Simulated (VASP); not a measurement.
# SnO in VASP: notebook

Runs on SnO. Level: PBE+D3(BJ). Tasks: single point.

Program: VASP 6.6.1. These are calculated values, not measurements. Logs are shortened: lines on timing, memory, paths and dates and some standing lists are left out, and cuts for length are marked.

## Step 1: The cell of the first run

The cell holds a slab with vacuum, 8 atoms: a = 3.820 Å, b = 3.820 Å, c = 22.226 Å, α = 90.00°, β = 90.00°, γ = 90.00°.

## Step 2: Single point, PBE+D3(BJ)

The input, INCAR:

```
PREC = Accurate
ENCUT = 520
EDIFF = 1E-7
ISMEAR = 0
SIGMA = 0.05
LREAL = False
LASPH = True
NELM = 100
ALGO = Normal
ISIF = 2
LWAVE = False
LCHARG = False
LDIPOL = True
IDIPOL = 3
DIPOL = 0.5 0.5 0.403
GGA = PE
IVDW = 12
NBANDS = 50
```

The input, KPOINTS:

```
regular mesh
0
Gamma
  7 7 1
```

The input, POSCAR:

```
SnO
1.0
    3.8201527579      0.0002954580      0.0000000000
   -0.0003145460      3.8201527564      0.0000000000
    0.0000000000      0.0000000000     22.2260749779
Sn O
4 4
Direct
    0.9999453016      0.9999453016      0.2024648978
    0.4999453016      0.4999453016      0.3087831520
    0.8749453016      0.9999453016      0.4977503900
    0.3749453016      0.4999453016      0.6040686442
    0.9999461181      0.4999461181      0.2556240249
    0.4999461181      0.9999461181      0.2556240249
    0.8749461181      0.4999461181      0.5509095171
    0.3749461181      0.9999461181      0.5509095171
```

Potentials or basis: VASP PAW PBE potentials, release 64 (Sn_d, O).

Command:

```console
$ cat potpaw_PBE.64/Sn_d/POTCAR potpaw_PBE.64/O/POTCAR > POTCAR
$ mpirun -np 1 vasp_std > vasp.out
```

OUTCAR:

```text
PREC = Accurate
   ENCUT = 520
   EDIFF = 1E-7
   ISMEAR = 0
   LREAL = False
   LASPH = True
   NELM = 100
   ISIF = 2
   GGA = PE
   IVDW = 12
 IVDW          = 12

 ion  position               nearest neighbor table
   1  1.000  1.000  0.202-   6 2.25   5 2.25   6 2.25   5 2.25   2 3.59   2 3.59   2 3.59   2 3.59

   2  0.500  0.500  0.309-   5 2.25   6 2.25   5 2.25   6 2.25   1 3.59   1 3.59   1 3.59   1 3.59

   3  0.875  1.000  0.498-   8 2.25   7 2.25   8 2.25   7 2.25   4 3.59   4 3.59   4 3.59   4 3.59

   4  0.375  0.500  0.604-   7 2.25   8 2.25   7 2.25   8 2.25   3 3.59   3 3.59   3 3.59   3 3.59

   5  1.000  0.500  0.256-   2 2.25   1 2.25   2 2.25   1 2.25
   6  0.500  1.000  0.256-   1 2.25   2 2.25   1 2.25   2 2.25
   7  0.875  0.500  0.551-   4 2.25   3 2.25   4 2.25   3 2.25
   8  0.375  1.000  0.551-   3 2.25   4 2.25   3 2.25   4 2.25

  LATTYP: Found a simple tetragonal cell.
 ALAT       =     3.8201527693
 C/A-ratio  =     5.8181115573

  Lattice vectors:

 A1 = (   3.8201527579,   0.0002954580,   0.0000000000)
 A2 = (  -0.0003145460,   3.8201527564,   0.0000000000)
 A3 = (   0.0000000000,   0.0000000000,  22.2260749779)

Analysis of symmetry for initial positions (statically):
=====================================================================
 Subroutine PRICEL returns:
 Original cell was already a primitive cell.

 Routine SETGRP: Setting up the symmetry group for a
 simple tetragonal supercell.

 Subroutine GETGRP returns: Found  4 space group operations
 (whereof  1 operations were pure point group operations)
 out of a pool of 16 trial point group operations.

The static configuration has the point symmetry C_1 .
 The point group associated with its full space group is C_2h.

Analysis of symmetry for dynamics (positions and initial velocities):
=====================================================================
 Subroutine PRICEL returns:
 Original cell was already a primitive cell.

 Routine SETGRP: Setting up the symmetry group for a
 simple tetragonal supercell.

 Subroutine GETGRP returns: Found  4 space group operations
 (whereof  1 operations were pure point group operations)
 out of a pool of 16 trial point group operations.

The dynamic configuration has the point symmetry C_1 .
 The point group associated with its full space group is C_2h.

 Subroutine INISYM returns: Found  4 space group operations
 (whereof  1 operations are pure point group operations),
 and found     1 'primitive' translations

----------------------------------------------------------------------------------------

                                     Primitive cell

  volume of cell :     324.3577

  direct lattice vectors                    reciprocal lattice vectors
     3.820152758  0.000295458  0.000000000     0.261769635  0.000021554  0.000000000
    -0.000314546  3.820152756  0.000000000    -0.000020246  0.261769635  0.000000000
     0.000000000  0.000000000 22.226074978     0.000000000  0.000000000  0.044992200

  length of vectors
     3.820152769  3.820152769 22.226074978     0.261769636  0.261769636  0.044992200

  position of ions in fractional coordinates (direct lattice)
     0.999945302  0.999945302  0.202464898
     0.499945302  0.499945302  0.308783152
     0.874945302  0.999945302  0.497750390
     0.374945302  0.499945302  0.604068644
     0.999946118  0.499946118  0.255624025
     0.499946118  0.999946118  0.255624025
     0.874946118  0.499946118  0.550909517
     0.374946118  0.999946118  0.550909517

  ion indices of the primitive-cell ions
   primitive index   ion index
                 1           1
                 2           2
                 3           3
                 4           4
                 5           5
                 6           6
                 7           7
                 8           8

----------------------------------------------------------------------------------------

 KPOINTS: regular mesh

Automatic generation of k-mesh.
 Grid dimensions read from file:
 generate k-points for:    7    7    1

 Generating k-lattice:

  Cartesian coordinates                     Fractional coordinates (reciprocal lattice)
     0.037395662  0.000003079  0.000000000     0.142857143  0.000000000  0.000000000
    -0.000002892  0.037395662  0.000000000     0.000000000  0.142857143  0.000000000
     0.000000000  0.000000000  0.044992200     0.000000000  0.000000000  1.000000000

  Length of vectors
     0.037395662  0.037395662  0.044992200

  Shift w.r.t. Gamma in fractional coordinates (k-lattice)
     0.000000000  0.000000000  0.000000000

 Subroutine IBZKPT returns following result:
 ===========================================

 Found     16 irreducible k-points:

 Following reciprocal coordinates:
            Coordinates               Weight
  0.000000  0.000000  0.000000      1.000000
  0.142857 -0.000000  0.000000      2.000000
  0.000000  0.142857  0.000000      2.000000
  0.285714 -0.000000  0.000000      2.000000
 -0.000000  0.285714  0.000000      2.000000
  0.428571 -0.000000  0.000000      2.000000
[... 8 lines left out ...]
 -0.285714  0.428571  0.000000      4.000000
  0.428571  0.428571  0.000000      4.000000
   k-points           NKPTS =     16   k-points in BZ     NKDIM =     16   number of bands    NBANDS=     50
   number of dos      NEDOS =    301   number of ions     NIONS =      8
   total plane-waves  NPLWV = 131712
   dimension x,y,z NGX =    28 NGY =   28 NGZ =  168
   dimension x,y,z NGXF=    56 NGYF=   56 NGZF=  336
   ions per type =               4   4
   NGX,Y,Z   is equivalent  to a cutoff of  12.19, 12.19, 12.57 a.u.
   NGXF,Y,Z  is equivalent  to a cutoff of  24.37, 24.37, 25.13 a.u.
 SYSTEM =  unknown system
   PREC   = accura    normal or accurate (medium, high low for compatibility)
   ISTART =      0    job   : 0-new  1-cont  2-samecut
   ICHARG =      2    charge: 1-file 2-atom 10-const
   ISPIN  =      1    spin polarized calculation?
   LNONCOLLINEAR =      F non collinear calculations
   LSORBIT =      F    spin-orbit coupling
   LASPH  =      T    aspherical Exc in radial PAW
   ENCUT  =  520.0 eV  38.22 Ry    6.18 a.u.   7.10  7.10 41.33*2*pi/ulx,y,z
   NELM   =    100;   NELMIN=  2; NELMDL= -5     # of ELM steps
   EDIFF  = 0.1E-06   stopping-criterion for ELM
   LREAL  =      F    real-space projection
   EDIFFG = 0.1E-05   stopping-criterion for IOM
   NSW    =      0    number of steps for IOM
   IBRION =     -1    ionic relax: 0-MD 1-quasi-New 2-CG
   NFREE  =      0    steps in history (QN), initial steepest desc. (CG)
   ISIF   =      2    stress and relaxation
   ISYM   =      2    0-nonsym 1-usesym 2-fastsym
   POTIM  = 0.5000    time-step for ionic-motion
   TEBEG  =    0.0;   TEEND  =   0.0 temperature during run
   PSTRESS=    0.0 pullay stress
   NELECT =      80.0000    total number of electrons
   NUPDOWN=      -1.0000    fix difference up-down
   EMIN   =  10.00;   EMAX   =-10.00  energy-range for DOS
   EFERMI =   0.00;   METHOD = LEGACY
   ISMEAR =     0;   SIGMA  =   0.05  broadening in eV -4-tet -1-fermi 0-gaus
   EFERMI_NEDOS =   21; number of points for ismear=-14 and -15
   IALGO  =     38    algorithm
   IMIX   =      4    mixing-type and parameters
     AMIX     =   0.40;   BMIX     =  1.00
     AMIX_MAG =   1.60;   BMIX_MAG =  1.00
  volume/ion in A,a.u.               =      40.54       273.61
  Fermi-wavevector in a.u.,A,eV,Ry     =   1.026668  1.940121 14.341186  1.054047
  Thomas-Fermi vector in A             =   2.160573
   LORBIT       =      0    0 simple, 1 ext, 2 COOP (PROOUT), +10 PAW based schemes
   GGA     = PE    functional components
   LHFCALC =     F    Hartree Fock is set to
   AEXX    =    0.0000 exact exchange contribution
   IVDW    =    12    specifies the selected vdW correction
   LEPSILON=     F    determine dielectric tensor
   LRPA    =     F    only Hartree local field effects (RPA)
 non-spin polarized calculation
 Gauss-broadening in eV      SIGMA  =   0.05
  energy-cutoff  :      520.00
  volume of cell :      324.36
 maximum number of plane-waves:      8769
   NGX = 15   NGY = 15   NGZ = 83

 dipolmoment           0.000000      0.000000      0.000050 electrons x Angstroem

 number of electron      79.9999970 magnetization

 dipolmoment           0.000000      0.000000     -0.000002 electrons x Angstroem

 Free energy of the ion-electron system (eV)
  ---------------------------------------------------
  ext. energy  EPLUGINS =         0.00000000
  ---------------------------------------------------
  free energy    TOTEN  =       -45.19389911 eV

  energy without entropy =      -45.19389911  energy(sigma->0) =      -45.19389911

 E-fermi :   0.0369     XC(G=0):  -5.3265

 val. band max:       -0.2391576434   @ k =   0.1429  -0.0000   0.0000
 cond. band min:       2.3290284087   @ k =   0.0000   0.0000   0.0000
 fundamental gap:      2.5681860521
 Fermi energy:         0.0368853725

 k-point     1 :       0.0000    0.0000    0.0000
  band No.  band energies     occupation
      1     -21.0628      2.00000
      2     -21.0627      2.00000
      3     -20.7023      2.00000
      4     -20.7022      2.00000
      5     -20.6642      2.00000
      6     -20.6642      2.00000
[... 42 lines left out ...]
     49       5.2062      0.00000
     50       5.2294      0.00000

 k-point     2 :       0.1429   -0.0000    0.0000
  band No.  band energies     occupation
      1     -21.0538      2.00000
      2     -21.0538      2.00000
      3     -20.7029      2.00000
      4     -20.7028      2.00000
      5     -20.6660      2.00000
      6     -20.6657      2.00000
[... 734 lines left out ...]
 k-point    16 :       0.4286    0.4286    0.0000
  band No.  band energies     occupation
      1     -21.0035      2.00000
      2     -21.0032      2.00000
      3     -20.9896      2.00000
      4     -20.9893      2.00000
      5     -20.6688      2.00000
      6     -20.6687      2.00000
[... 42 lines left out ...]
     49       5.9346      0.00000
     50       6.1725      0.00000

------------------------ aborting loop because EDIFF is reached ----------------------------------------

 vacuum level on the upper side and lower side of the slab       (xc-potential included)        -0.132        -0.127

 Edisp (eV)   -1.23936

 E8    (eV) :    -0.5484

  FORCE on cell =-STRESS in cart. coord.  units (eV):
  Direction    XX          YY          ZZ          XY          YZ          ZX
  --------------------------------------------------------------------------------------
  -------------------------------------------------------------------------------------
  Total       0.11865     0.12804    -0.36825    -0.00000     0.00001     0.08574
  in kB       0.58605     0.63245    -1.81896    -0.00001     0.00003     0.42352
  external pressure =       -0.20 kB  Pullay stress =        0.00 kB

 VOLUME and BASIS-vectors are now :
 -----------------------------------------------------------------------------
  energy-cutoff  :      520.00
  volume of cell :      324.36
      direct lattice vectors                 reciprocal lattice vectors
     3.820152758  0.000295458  0.000000000     0.261769635  0.000021554  0.000000000
    -0.000314546  3.820152756  0.000000000    -0.000020246  0.261769635  0.000000000
     0.000000000  0.000000000 22.226074978     0.000000000  0.000000000  0.044992200

 POSITION                                       TOTAL-FORCE (eV/Angst)
 -----------------------------------------------------------------------------------
      3.81963      3.82024      4.50000        -0.001778     -0.000000     -0.079147
      1.90971      1.91002      6.86304        -0.006121     -0.000000      0.181897
      3.34211      3.82020     11.06304         0.006121      0.000000     -0.181897
      1.43219      1.90998     13.42607         0.001778      0.000000      0.079147
      3.81979      1.91017      5.68152        -0.010244     -0.000001      0.011865
      1.90956      3.82009      5.68152         0.003490      0.000000      0.011757
      3.34227      1.91013     12.24456        -0.003490     -0.000000     -0.011757
      1.43204      3.82006     12.24456         0.010244      0.000001     -0.011865
 -----------------------------------------------------------------------------------
    total drift:                               -0.013969     -0.013972     -0.000081

  FREE ENERGIE OF THE ION-ELECTRON SYSTEM (eV)
  ---------------------------------------------------
  free  energy   TOTEN  =       -46.4332564965 eV

  energy  without entropy=      -46.4332564965  energy(sigma->0) =      -46.43325650

 vacuum level on the upper side and lower side of the slab         4.792         4.796
```

Run time: 4 min. Hardware: 1 thread of Intel Xeon 6975P-C (Granite Rapids), shared host; peak memory 0.43 GiB.

Results:

- Free energy: -46.4333 eV
- Largest force: 0.182 eV/Å
- Band gap on the k mesh: 2.57 eV, indirect (least direct gap 2.59 eV)
- Dispersion energy per atom: -0.155 eV

Forces in eV/Å, atoms in the order of the input:
```
Sn  -0.002  0.000 -0.079
Sn  -0.006  0.000  0.182
Sn   0.006  0.000 -0.182
Sn   0.002  0.000  0.079
O   -0.010  0.000  0.012
O    0.003  0.000  0.012
O   -0.003  0.000 -0.012
O    0.010  0.000 -0.012
```

Caveat: spin-orbit coupling is left out, which moves the levels of the heavy elements.

## Step 3: Single point, PBE+D3(BJ)

The input, INCAR:

```
PREC = Accurate ; ENCUT = 520
EDIFF = 1E-6 ; ISMEAR = 0
SIGMA = 0.05 ; LREAL = False
LASPH = True ; NELM = 100
ALGO = Normal ; ISIF = 2
LWAVE = False ; LCHARG = True
LDIPOL = True ; IDIPOL = 3
DIPOL = 0.5 0.5 0.403 ; GGA = PE
IVDW = 12 ; LELF = True
LVHAR = True ; LVACPOTAV = True
NBANDS = 50
```

The input, KPOINTS:

```
Automatic mesh
0
Gamma
  7 7 1
```

The input, POSCAR:

```
SnO
1.0
    3.8201527579      0.0002954580      0.0000000000
   -0.0003145460      3.8201527564      0.0000000000
    0.0000000000      0.0000000000     22.2260749779
Sn O
4 4
Direct
    0.9999453016      0.9999453016      0.2024648978
    0.4999453016      0.4999453016      0.3087831520
    0.7499453016      0.9999453016      0.4977503900
    0.2499453016      0.4999453016      0.6040686442
    0.9999461181      0.4999461181      0.2556240249
    0.4999461181      0.9999461181      0.2556240249
    0.7499461181      0.4999461181      0.5509095171
    0.2499461181      0.9999461181      0.5509095171
```

Potentials or basis: VASP PAW PBE potentials, release 64 (Sn_d, O).

Command:

```console
$ cat potpaw_PBE.64/Sn_d/POTCAR potpaw_PBE.64/O/POTCAR > POTCAR
$ mpirun -np 1 vasp_std > vasp.out
```

Run time: 4.3 min. Hardware: 1 thread of Intel Xeon 6975P-C (Granite Rapids), shared host; peak memory 0.44 GiB.

The run converged. Its results:

* Free energy: -46.4242 eV
* Largest force: 0.166 eV/Å
* Band gap on the k mesh: 2.56 eV, indirect (least direct gap 2.58 eV)
* Dispersion energy per atom: -0.155 eV

Forces on the atoms (eV/Å):
```
Sn  -0.003  0.000 -0.080
Sn  -0.009  0.000  0.166
Sn   0.009  0.000 -0.166
Sn   0.003  0.000  0.080
O   -0.015  0.000  0.010
O    0.005  0.000  0.010
O   -0.005  0.000 -0.010
O    0.015  0.000 -0.010
```

Levels at points of the mesh, in eV from the valence-band top:
```tsv
k point	band 36	band 37	band 38	band 39	band 40	band 41	band 42	band 43	band 44	band 45
(0.00, 0.00, 0.00)	-1.93	-1.93	-1.93	-0.56	-0.02	2.56	2.89	2.89	3.80	4.90
```

Caveat: spin-orbit coupling is left out, which moves the levels of the heavy elements.
